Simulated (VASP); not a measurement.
# HfC (Pc) in VASP: notebook

Runs on HfC. Level: PBE. Tasks: single point, relaxation of cell and atoms.

Everything below comes from runs of VASP 6.6.1. Logs are shortened: lines on timing, memory, paths and dates and some standing lists are left out, and cuts for length are marked.

### Step 1. The cell of the first run

Symmetry: Pc, No. 7, monoclinic system. The conventional cell has a = 3.274 Å, b = 4.618 Å, c = 4.630 Å, α = 90.00°, β = 134.68°, γ = 90.00°. Within 2.8 Å of Hf (site symmetry 1) lie 6 C at 2.14 to 2.53 Å. Within 2.8 Å of C (site symmetry 1) lie 6 Hf at 2.14 to 2.53 Å.

### Step 2. Single point, PBE

The input, INCAR:

```
SYSTEM = HfC
PREC = Accurate ; ENCUT = 520
EDIFF = 1E-7 ; ISMEAR = 0
SIGMA = 0.1 ; LREAL = .False.
LASPH = .True. ; NELM = 100
ALGO = Normal ; ISIF = 2
LWAVE = .False. ; LCHARG = .False.
GGA = PE ; NBANDS = 22
```

The input, KPOINTS:

```
regular mesh
0
Gamma
  8 4 6
  0 0 0
```

The input, POSCAR:

```
HfC
1.0
    3.2735496700      0.0000000000      0.0000000000
    0.0000000000      4.6178338200      0.0000000000
   -3.2554423300      0.0000000000      3.2919115700
Hf C
2 2
Direct
    0.9578540200      0.7364051800      0.9813000600
    0.9578540200      0.2635948200      0.4813000600
    0.0421459800      0.2255469200      0.0186999400
    0.0421459800      0.7744530800      0.5186999400
```

Potentials or basis: VASP PAW PBE potentials, release 64 (Hf_pv, C).

The run is started by

```sh
> cat potpaw_PBE.64/Hf_pv/POTCAR potpaw_PBE.64/C/POTCAR > POTCAR
> mpirun -np 1 vasp_std > vasp.out
```

OUTCAR:

```text
SYSTEM = HfC
   PREC = Accurate
   ENCUT = 520
   EDIFF = 1E-7
   ISMEAR = 0
   LREAL = .False.
   LASPH = .True.
   NELM = 100
   ISIF = 2
   GGA = PE

 ion  position               nearest neighbor table
   1  0.958  0.736  0.981-   4 2.14   3 2.27   4 2.31   4 2.35   3 2.37   4 2.53   2 3.18   2 3.18
                             2 3.19   2 3.19   2 3.36   2 3.36   2 3.37   2 3.37
   2  0.958  0.264  0.481-   3 2.14   4 2.27   3 2.31   3 2.35   4 2.37   3 2.53   1 3.18   1 3.18
                             1 3.19   1 3.19   1 3.36   1 3.36   1 3.37   1 3.37
   3  0.042  0.226  0.019-   2 2.14   1 2.27   2 2.31   2 2.35   1 2.37   2 2.53
   4  0.042  0.774  0.519-   1 2.14   2 2.27   1 2.31   1 2.35   2 2.37   1 2.53

  LATTYP: Found a simple monoclinic cell.
 ALAT       =     3.2735496700
 B/A-ratio  =     1.4106502988
 C/A-ratio  =     1.0056243838
 COS(beta)  =    -0.0055004716

  Lattice vectors:

 A1 = (   3.2735496700,   0.0000000000,   0.0000000000)
 A2 = (   0.0000000000,  -4.6178338200,   0.0000000000)
 A3 = (  -0.0181073400,   0.0000000000,  -3.2919115700)

Analysis of symmetry for initial positions (statically):
=====================================================================
 Subroutine PRICEL returns:
 Original cell was already a primitive cell.

 Routine SETGRP: Setting up the symmetry group for a
 simple monoclinic supercell.

 Subroutine GETGRP returns: Found  2 space group operations
 (whereof  1 operations were pure point group operations)
 out of a pool of  4 trial point group operations.

The static configuration has the point symmetry C_1 .
 The point group associated with its full space group is C_1h.

Analysis of symmetry for dynamics (positions and initial velocities):
=====================================================================
 Subroutine PRICEL returns:
 Original cell was already a primitive cell.

 Routine SETGRP: Setting up the symmetry group for a
 simple monoclinic supercell.

 Subroutine GETGRP returns: Found  2 space group operations
 (whereof  1 operations were pure point group operations)
 out of a pool of  4 trial point group operations.

The dynamic configuration has the point symmetry C_1 .
 The point group associated with its full space group is C_1h.

 Subroutine INISYM returns: Found  2 space group operations
 (whereof  1 operations are pure point group operations),
 and found     1 'primitive' translations

----------------------------------------------------------------------------------------

                                     Primitive cell

  volume of cell :      49.7629

  direct lattice vectors                    reciprocal lattice vectors
     3.273549670  0.000000000  0.000000000     0.305478792  0.000000000  0.302094564
     0.000000000  4.617833820  0.000000000     0.000000000  0.216551751  0.000000000
    -3.255442330  0.000000000  3.291911570     0.000000000  0.000000000  0.303774867

  length of vectors
     3.273549670  4.617833820  4.629750161     0.429625905  0.216551751  0.303774867

  position of ions in fractional coordinates (direct lattice)
     0.957854020  0.736405180  0.981300060
     0.957854020  0.263594820  0.481300060
     0.042145980  0.225546920  0.018699940
     0.042145980  0.774453080  0.518699940

  ion indices of the primitive-cell ions
   primitive index   ion index
                 1           1
                 2           2
                 3           3
                 4           4

----------------------------------------------------------------------------------------

 KPOINTS: regular mesh

Automatic generation of k-mesh.
 Grid dimensions read from file:
 generate k-points for:    8    4    6

 Generating k-lattice:

  Cartesian coordinates                     Fractional coordinates (reciprocal lattice)
     0.038184849  0.000000000  0.037761821     0.125000000  0.000000000  0.000000000
     0.000000000  0.054137938  0.000000000     0.000000000  0.250000000  0.000000000
     0.000000000  0.000000000  0.050629145     0.000000000  0.000000000  0.166666667

  Length of vectors
     0.053703238  0.054137938  0.050629145

  Shift w.r.t. Gamma in fractional coordinates (k-lattice)
     0.000000000  0.000000000  0.000000000

 Subroutine IBZKPT returns following result:
 ===========================================

 Found     78 irreducible k-points:

 Following reciprocal coordinates:
            Coordinates               Weight
  0.000000  0.000000  0.000000      1.000000
  0.125000  0.000000 -0.000000      2.000000
  0.250000  0.000000 -0.000000      2.000000
  0.375000  0.000000  0.000000      2.000000
  0.500000  0.000000 -0.000000      1.000000
  0.000000  0.250000  0.000000      2.000000
[... 16 lines left out ...]
 -0.125000  0.000000  0.166667      2.000000
  0.000000  0.250000  0.166667      4.000000
 [... further k-points ...]
   k-points           NKPTS =     78   k-points in BZ     NKDIM =     78   number of bands    NBANDS=     22
   number of dos      NEDOS =    301   number of ions     NIONS =      4
   total plane-waves  NPLWV =  31104
   dimension x,y,z NGX =    24 NGY =   36 NGZ =   36
   dimension x,y,z NGXF=    48 NGYF=   72 NGZF=   72
   ions per type =               2   2
   NGX,Y,Z   is equivalent  to a cutoff of  12.19, 12.96, 12.93 a.u.
   NGXF,Y,Z  is equivalent  to a cutoff of  24.38, 25.92, 25.85 a.u.
 SYSTEM =  HfC
   PREC   = accura    normal or accurate (medium, high low for compatibility)
   ISTART =      0    job   : 0-new  1-cont  2-samecut
   ICHARG =      2    charge: 1-file 2-atom 10-const
   ISPIN  =      1    spin polarized calculation?
   LNONCOLLINEAR =      F non collinear calculations
   LSORBIT =      F    spin-orbit coupling
   LASPH  =      T    aspherical Exc in radial PAW
   ENCUT  =  520.0 eV  38.22 Ry    6.18 a.u.   6.09  8.59  8.61*2*pi/ulx,y,z
   NELM   =    100;   NELMIN=  2; NELMDL= -5     # of ELM steps
   EDIFF  = 0.1E-06   stopping-criterion for ELM
   LREAL  =      F    real-space projection
   EDIFFG = 0.1E-05   stopping-criterion for IOM
   NSW    =      0    number of steps for IOM
   IBRION =     -1    ionic relax: 0-MD 1-quasi-New 2-CG
   NFREE  =      0    steps in history (QN), initial steepest desc. (CG)
   ISIF   =      2    stress and relaxation
   ISYM   =      2    0-nonsym 1-usesym 2-fastsym
   POTIM  = 0.5000    time-step for ionic-motion
   TEBEG  =    0.0;   TEEND  =   0.0 temperature during run
   PSTRESS=    0.0 pullay stress
   NELECT =      28.0000    total number of electrons
   NUPDOWN=      -1.0000    fix difference up-down
   EMIN   =  10.00;   EMAX   =-10.00  energy-range for DOS
   EFERMI =   0.00;   METHOD = LEGACY
   ISMEAR =     0;   SIGMA  =   0.10  broadening in eV -4-tet -1-fermi 0-gaus
   EFERMI_NEDOS =   21; number of points for ismear=-14 and -15
   IALGO  =     38    algorithm
   IMIX   =      4    mixing-type and parameters
     AMIX     =   0.40;   BMIX     =  1.00
     AMIX_MAG =   1.60;   BMIX_MAG =  1.00
  volume/ion in A,a.u.               =      12.44        83.95
  Fermi-wavevector in a.u.,A,eV,Ry     =   1.351530  2.554021 24.852858  1.826634
  Thomas-Fermi vector in A             =   2.478944
   LORBIT       =      0    0 simple, 1 ext, 2 COOP (PROOUT), +10 PAW based schemes
   GGA     = PE    functional components
   LHFCALC =     F    Hartree Fock is set to
   AEXX    =    0.0000 exact exchange contribution
   IVDW    =     0    specifies the selected vdW correction
   LEPSILON=     F    determine dielectric tensor
   LRPA    =     F    only Hartree local field effects (RPA)
 non-spin polarized calculation
 Gauss-broadening in eV      SIGMA  =   0.10
  energy-cutoff  :      520.00
  volume of cell :       49.76
 maximum number of plane-waves:      1368
   NGX = 13   NGY = 17   NGZ = 17

 number of electron      28.0000002 magnetization

 Free energy of the ion-electron system (eV)
  ---------------------------------------------------
  ext. energy  EPLUGINS =         0.00000000
  ---------------------------------------------------
  free energy    TOTEN  =       -41.54101038 eV

  energy without entropy =      -41.53985427  energy(sigma->0) =      -41.54043232

 E-fermi :   6.1260     XC(G=0): -12.3237

 val. band max:        6.1049690214   @ k =   0.0000   0.0000   0.0000
 cond. band min:       6.2312420562   @ k =   0.0000   0.2500   0.0000
 fundamental gap:      0.1262730347
 Fermi energy:         6.1260087993

 k-point     1 :       0.0000    0.0000    0.0000
  band No.  band energies     occupation
      1     -24.1118      2.00000
      2     -23.7495      2.00000
      3     -23.7372      2.00000
      4     -23.4910      2.00000
      5     -23.4871      2.00000
      6     -23.4789      2.00000
[... 14 lines left out ...]
     21      11.6438      0.00000
     22      12.5242      0.00000

 k-point     2 :       0.1250    0.0000   -0.0000
  band No.  band energies     occupation
      1     -24.0601      2.00000
      2     -23.7944      2.00000
      3     -23.7567      2.00000
      4     -23.5942      2.00000
      5     -23.5179      2.00000
      6     -23.5136      2.00000
[... 14 lines left out ...]
     21      12.3448      0.00000
     22      12.7366      0.00000

 k-point     3 :       0.2500    0.0000   -0.0000
  band No.  band energies     occupation
      1     -23.9438      2.00000
      2     -23.9275      2.00000
      3     -23.8155      2.00000
      4     -23.7660      2.00000
      5     -23.5964      2.00000
      6     -23.5942      2.00000
[... 14 lines left out ...]
     21      12.9533      0.00000
     22      13.0288      0.00000
[... 476 lines left out ...]
 k-point    23 :      -0.1250    0.0000    0.1667
  band No.  band energies     occupation
      1     -24.0819      2.00000
      2     -23.7924      2.00000
      3     -23.7315      2.00000
      4     -23.5534      2.00000
      5     -23.5052      2.00000
      6     -23.4956      2.00000
[... 14 lines left out ...]
     21      12.4938      0.00000
     22      12.5729      0.00000

 k-point    24 :       0.0000    0.2500    0.1667
  band No.  band energies     occupation
      1     -24.0413      2.00000
      2     -23.7836      2.00000
      3     -23.6966      2.00000
      4     -23.6806      2.00000
      5     -23.5196      2.00000
      6     -23.5047      2.00000
[... 14 lines left out ...]
     21      12.6751      0.00000
     22      13.1729      0.00000

 [... further k-points ...]

------------------------ aborting loop because EDIFF is reached ----------------------------------------

  FORCE on cell =-STRESS in cart. coord.  units (eV):
  Direction    XX          YY          ZZ          XY          YZ          ZX
  --------------------------------------------------------------------------------------
  -------------------------------------------------------------------------------------
  Total        2.5612857      0.5691564      2.2269027      0.0000000      0.0000000      1.3324629
  in kB       82.4637743     18.3246983     71.6978999      0.0000000      0.0000000     42.9002968
  external PRESSURE =      57.4954575 kB  Pullay stress =       0.0000000 kB

 VOLUME and BASIS-vectors are now :
 -----------------------------------------------------------------------------
  energy-cutoff  :      520.00
  volume of cell :       49.76
      direct lattice vectors                 reciprocal lattice vectors
     3.273549670  0.000000000  0.000000000     0.305478792  0.000000000  0.302094564
     0.000000000  4.617833820  0.000000000     0.000000000  0.216551751  0.000000000
    -3.255442330  0.000000000  3.291911570     0.000000000  0.000000000  0.303774867

 POSITION                                       TOTAL-FORCE (eV/Angst)
 -----------------------------------------------------------------------------------
     -0.05898      3.40060      3.23035         1.246853      1.435997      1.059826
      1.56874      1.21724      1.58440         1.246853     -1.435997      1.059826
      0.07709      1.04154      0.06156        -1.246853      1.651486     -1.059826
     -1.55063      3.57630      1.70751        -1.246853     -1.651486     -1.059826
 -----------------------------------------------------------------------------------
    total drift:                               -0.000157     -0.000000     -0.000002

  FREE ENERGIE OF THE ION-ELECTRON SYSTEM (eV)
  ---------------------------------------------------
  free  energy   TOTEN  =       -41.5410103811 eV

  energy  without entropy=      -41.5398542671  energy(sigma->0) =      -41.54043232
```

Run time: 63 s. Hardware: 1 thread of AMD EPYC 9R45 (Zen 5), shared host; peak memory 0.19 GiB.

Results:

| Item | Value |
| --- | --- |
| Free energy | -41.5410 eV |
| Pressure | 5.7 GPa |
| Largest force | 2.325 eV/Å |
| Band gap on the k mesh | zero (bands 14 and 15 overlap by 0.72 eV) |

Forces in eV/Å, atoms in the order of the input:
```
Hf   1.247  1.436  1.060
Hf   1.247 -1.436  1.060
C   -1.247  1.651 -1.060
C   -1.247 -1.651 -1.060
```

Stress tensor (GPa, compression positive):
```
8.25 0.00 4.29
0.00 1.83 0.00
4.29 0.00 7.17
```

Levels at points of the mesh, in eV from the Fermi level:
```tsv
k point	band 11	band 12	band 13	band 14	band 15	band 16	band 17	band 18
(0.00, 0.00, 0.00)	-0.61	-0.02	0.14	0.20	0.37	1.50	2.45	2.49
(0.50, 0.00, 0.00)	-2.13	-1.68	-0.36	-0.16	-0.14	0.51	5.40	5.55
(0.00, 0.50, 0.00)	-1.70	-1.62	-1.00	-0.20	0.44	0.63	3.48	3.80
(0.50, 0.50, 0.00)	-3.21	-2.82	-2.31	-2.15	2.30	2.59	4.36	4.86
(0.00, 0.00, 0.50)	-2.60	-2.60	-2.58	-2.58	3.33	3.33	4.63	4.63
(0.50, 0.00, 0.50)	-2.69	-2.69	-2.58	-2.58	3.36	3.36	4.52	4.52
(0.00, 0.50, 0.50)	-3.01	-3.01	-2.92	-2.92	4.90	4.90	5.21	5.21
(0.50, 0.50, 0.50)	-3.06	-3.06	-3.00	-3.00	4.97	4.97	5.18	5.18
```

Caveat: the cell stands under pressure; spin-orbit coupling is left out, which moves the levels of the heavy elements; forces of over 1 eV/Å act on the atoms, so gaps and moduli don't describe the material at rest.

### Step 3. Relaxation of cell and atoms, PBE

The input, INCAR:

```
SYSTEM = HfC
PREC = Accurate
ENCUT = 600
EDIFF = 1E-6
ISMEAR = 0
SIGMA = 0.1
LREAL = .False.
LASPH = .True.
NELM = 100
ALGO = Normal
ISIF = 3
LWAVE = .False.
LCHARG = .False.
GGA = PE
IBRION = 2
NSW = 90
EDIFFG = -0.04
```

KPOINTS is that of step 2.

POSCAR is that of step 2.

Potentials or basis: VASP PAW PBE potentials, release 64 (Hf_pv, C).

The run is started by

```sh
> cat potpaw_PBE.64/Hf_pv/POTCAR potpaw_PBE.64/C/POTCAR > POTCAR
> mpirun -np 1 vasp_std > vasp.out
```

It took 5 min on 1 thread of AMD EPYC 9R45 (Zen 5), shared host; peak memory 0.22 GiB.

The run converged. Its results:

```yaml
Free_energy: -42.1214 eV
Relaxed_volume: 12.55 Å³/atom
Relaxed_cell: a = 3.288 Å, b = 4.638 Å, c = 4.651 Å, α = 90.00°, β = 134.96°, γ = 90.00°
Space_group_after_relaxing_to_0.1_Å: Fm-3m (No. 225)
Energy_gained_by_relaxing: 144.5 meV/atom
Ionic_steps: 8
Pressure_after_relaxing: -0.2 GPa
Largest_force_after_relaxing: 0.009 eV/Å
Band_gap_on_the_k_mesh: zero (bands 14 and 15 overlap by 1.44 eV)
```

Forces on the atoms (eV/Å):
```
Hf   0.002 -0.008  0.001
Hf   0.002  0.008  0.001
C   -0.002 -0.009 -0.001
C   -0.002  0.009 -0.001
```

Stress tensor (GPa, compression positive):
```
-0.26  0.00 -0.11
 0.00 -0.13  0.00
-0.11  0.00 -0.26
```

Step by step:
```
step  energy change (eV)  largest force (eV/Å)  pressure (GPa)  volume (Å³)
   1              0.0000                2.3250            5.65        49.76
   2             -0.3923                0.5072          -10.92        52.97
   3             -0.4117                0.7928           -8.30        52.28
   4             -0.5197                0.6397            8.13        48.59
   5             -0.5561                0.3791            2.14        49.74
   6             -0.5733                0.1189           -0.47        50.24
   7             -0.5770                0.1536            0.20        50.09
   8             -0.5781                0.0090           -0.22        50.18
```

Final structure:
```cif
data_structure
_symmetry_space_group_name_H-M 'P 1'
_symmetry_Int_Tables_number 1
_cell_length_a 3.2880
_cell_length_b 4.6376
_cell_length_c 4.6507
_cell_angle_alpha 90.000
_cell_angle_beta 134.959
_cell_angle_gamma 90.000
_cell_volume 50.18
loop_
_atom_site_label
_atom_site_type_symbol
_atom_site_fract_x
_atom_site_fract_y
_atom_site_fract_z
_atom_site_occupancy
Hf1 Hf 0.99995 0.75007 0.99997 1
Hf2 Hf 0.99995 0.24993 0.49997 1
C1 C 0.00005 0.25014 0.00003 1
C2 C 0.00005 0.74986 0.50003 1
```

Levels at points of the mesh, in eV from the Fermi level:
```
           k point  band 11  band 12  band 13  band 14  band 15  band 16  band 17  band 18
(0.00, 0.00, 0.00)    -0.05    -0.04     1.05     1.06     1.06     1.44     1.45     1.49
(0.50, 0.00, 0.00)    -1.71    -1.71    -0.04    -0.03    -0.03    -0.03     5.38     5.38
(0.00, 0.50, 0.00)    -0.44    -0.44    -0.39    -0.39    -0.38    -0.38     4.31     4.32
(0.50, 0.50, 0.00)    -2.66    -2.65    -2.65    -2.65     3.76     3.77     3.78     3.78
(0.00, 0.00, 0.50)    -2.54    -2.54    -2.41    -2.41     3.80     3.80     4.76     4.76
(0.50, 0.00, 0.50)    -2.55    -2.55    -2.41    -2.41     3.79     3.79     4.75     4.75
(0.00, 0.50, 0.50)    -2.93    -2.93    -2.92    -2.92     5.37     5.37     5.40     5.40
(0.50, 0.50, 0.50)    -2.93    -2.93    -2.93    -2.93     5.39     5.39     5.40     5.40
```

Caveat: spin-orbit coupling is left out, which moves the levels of the heavy elements.
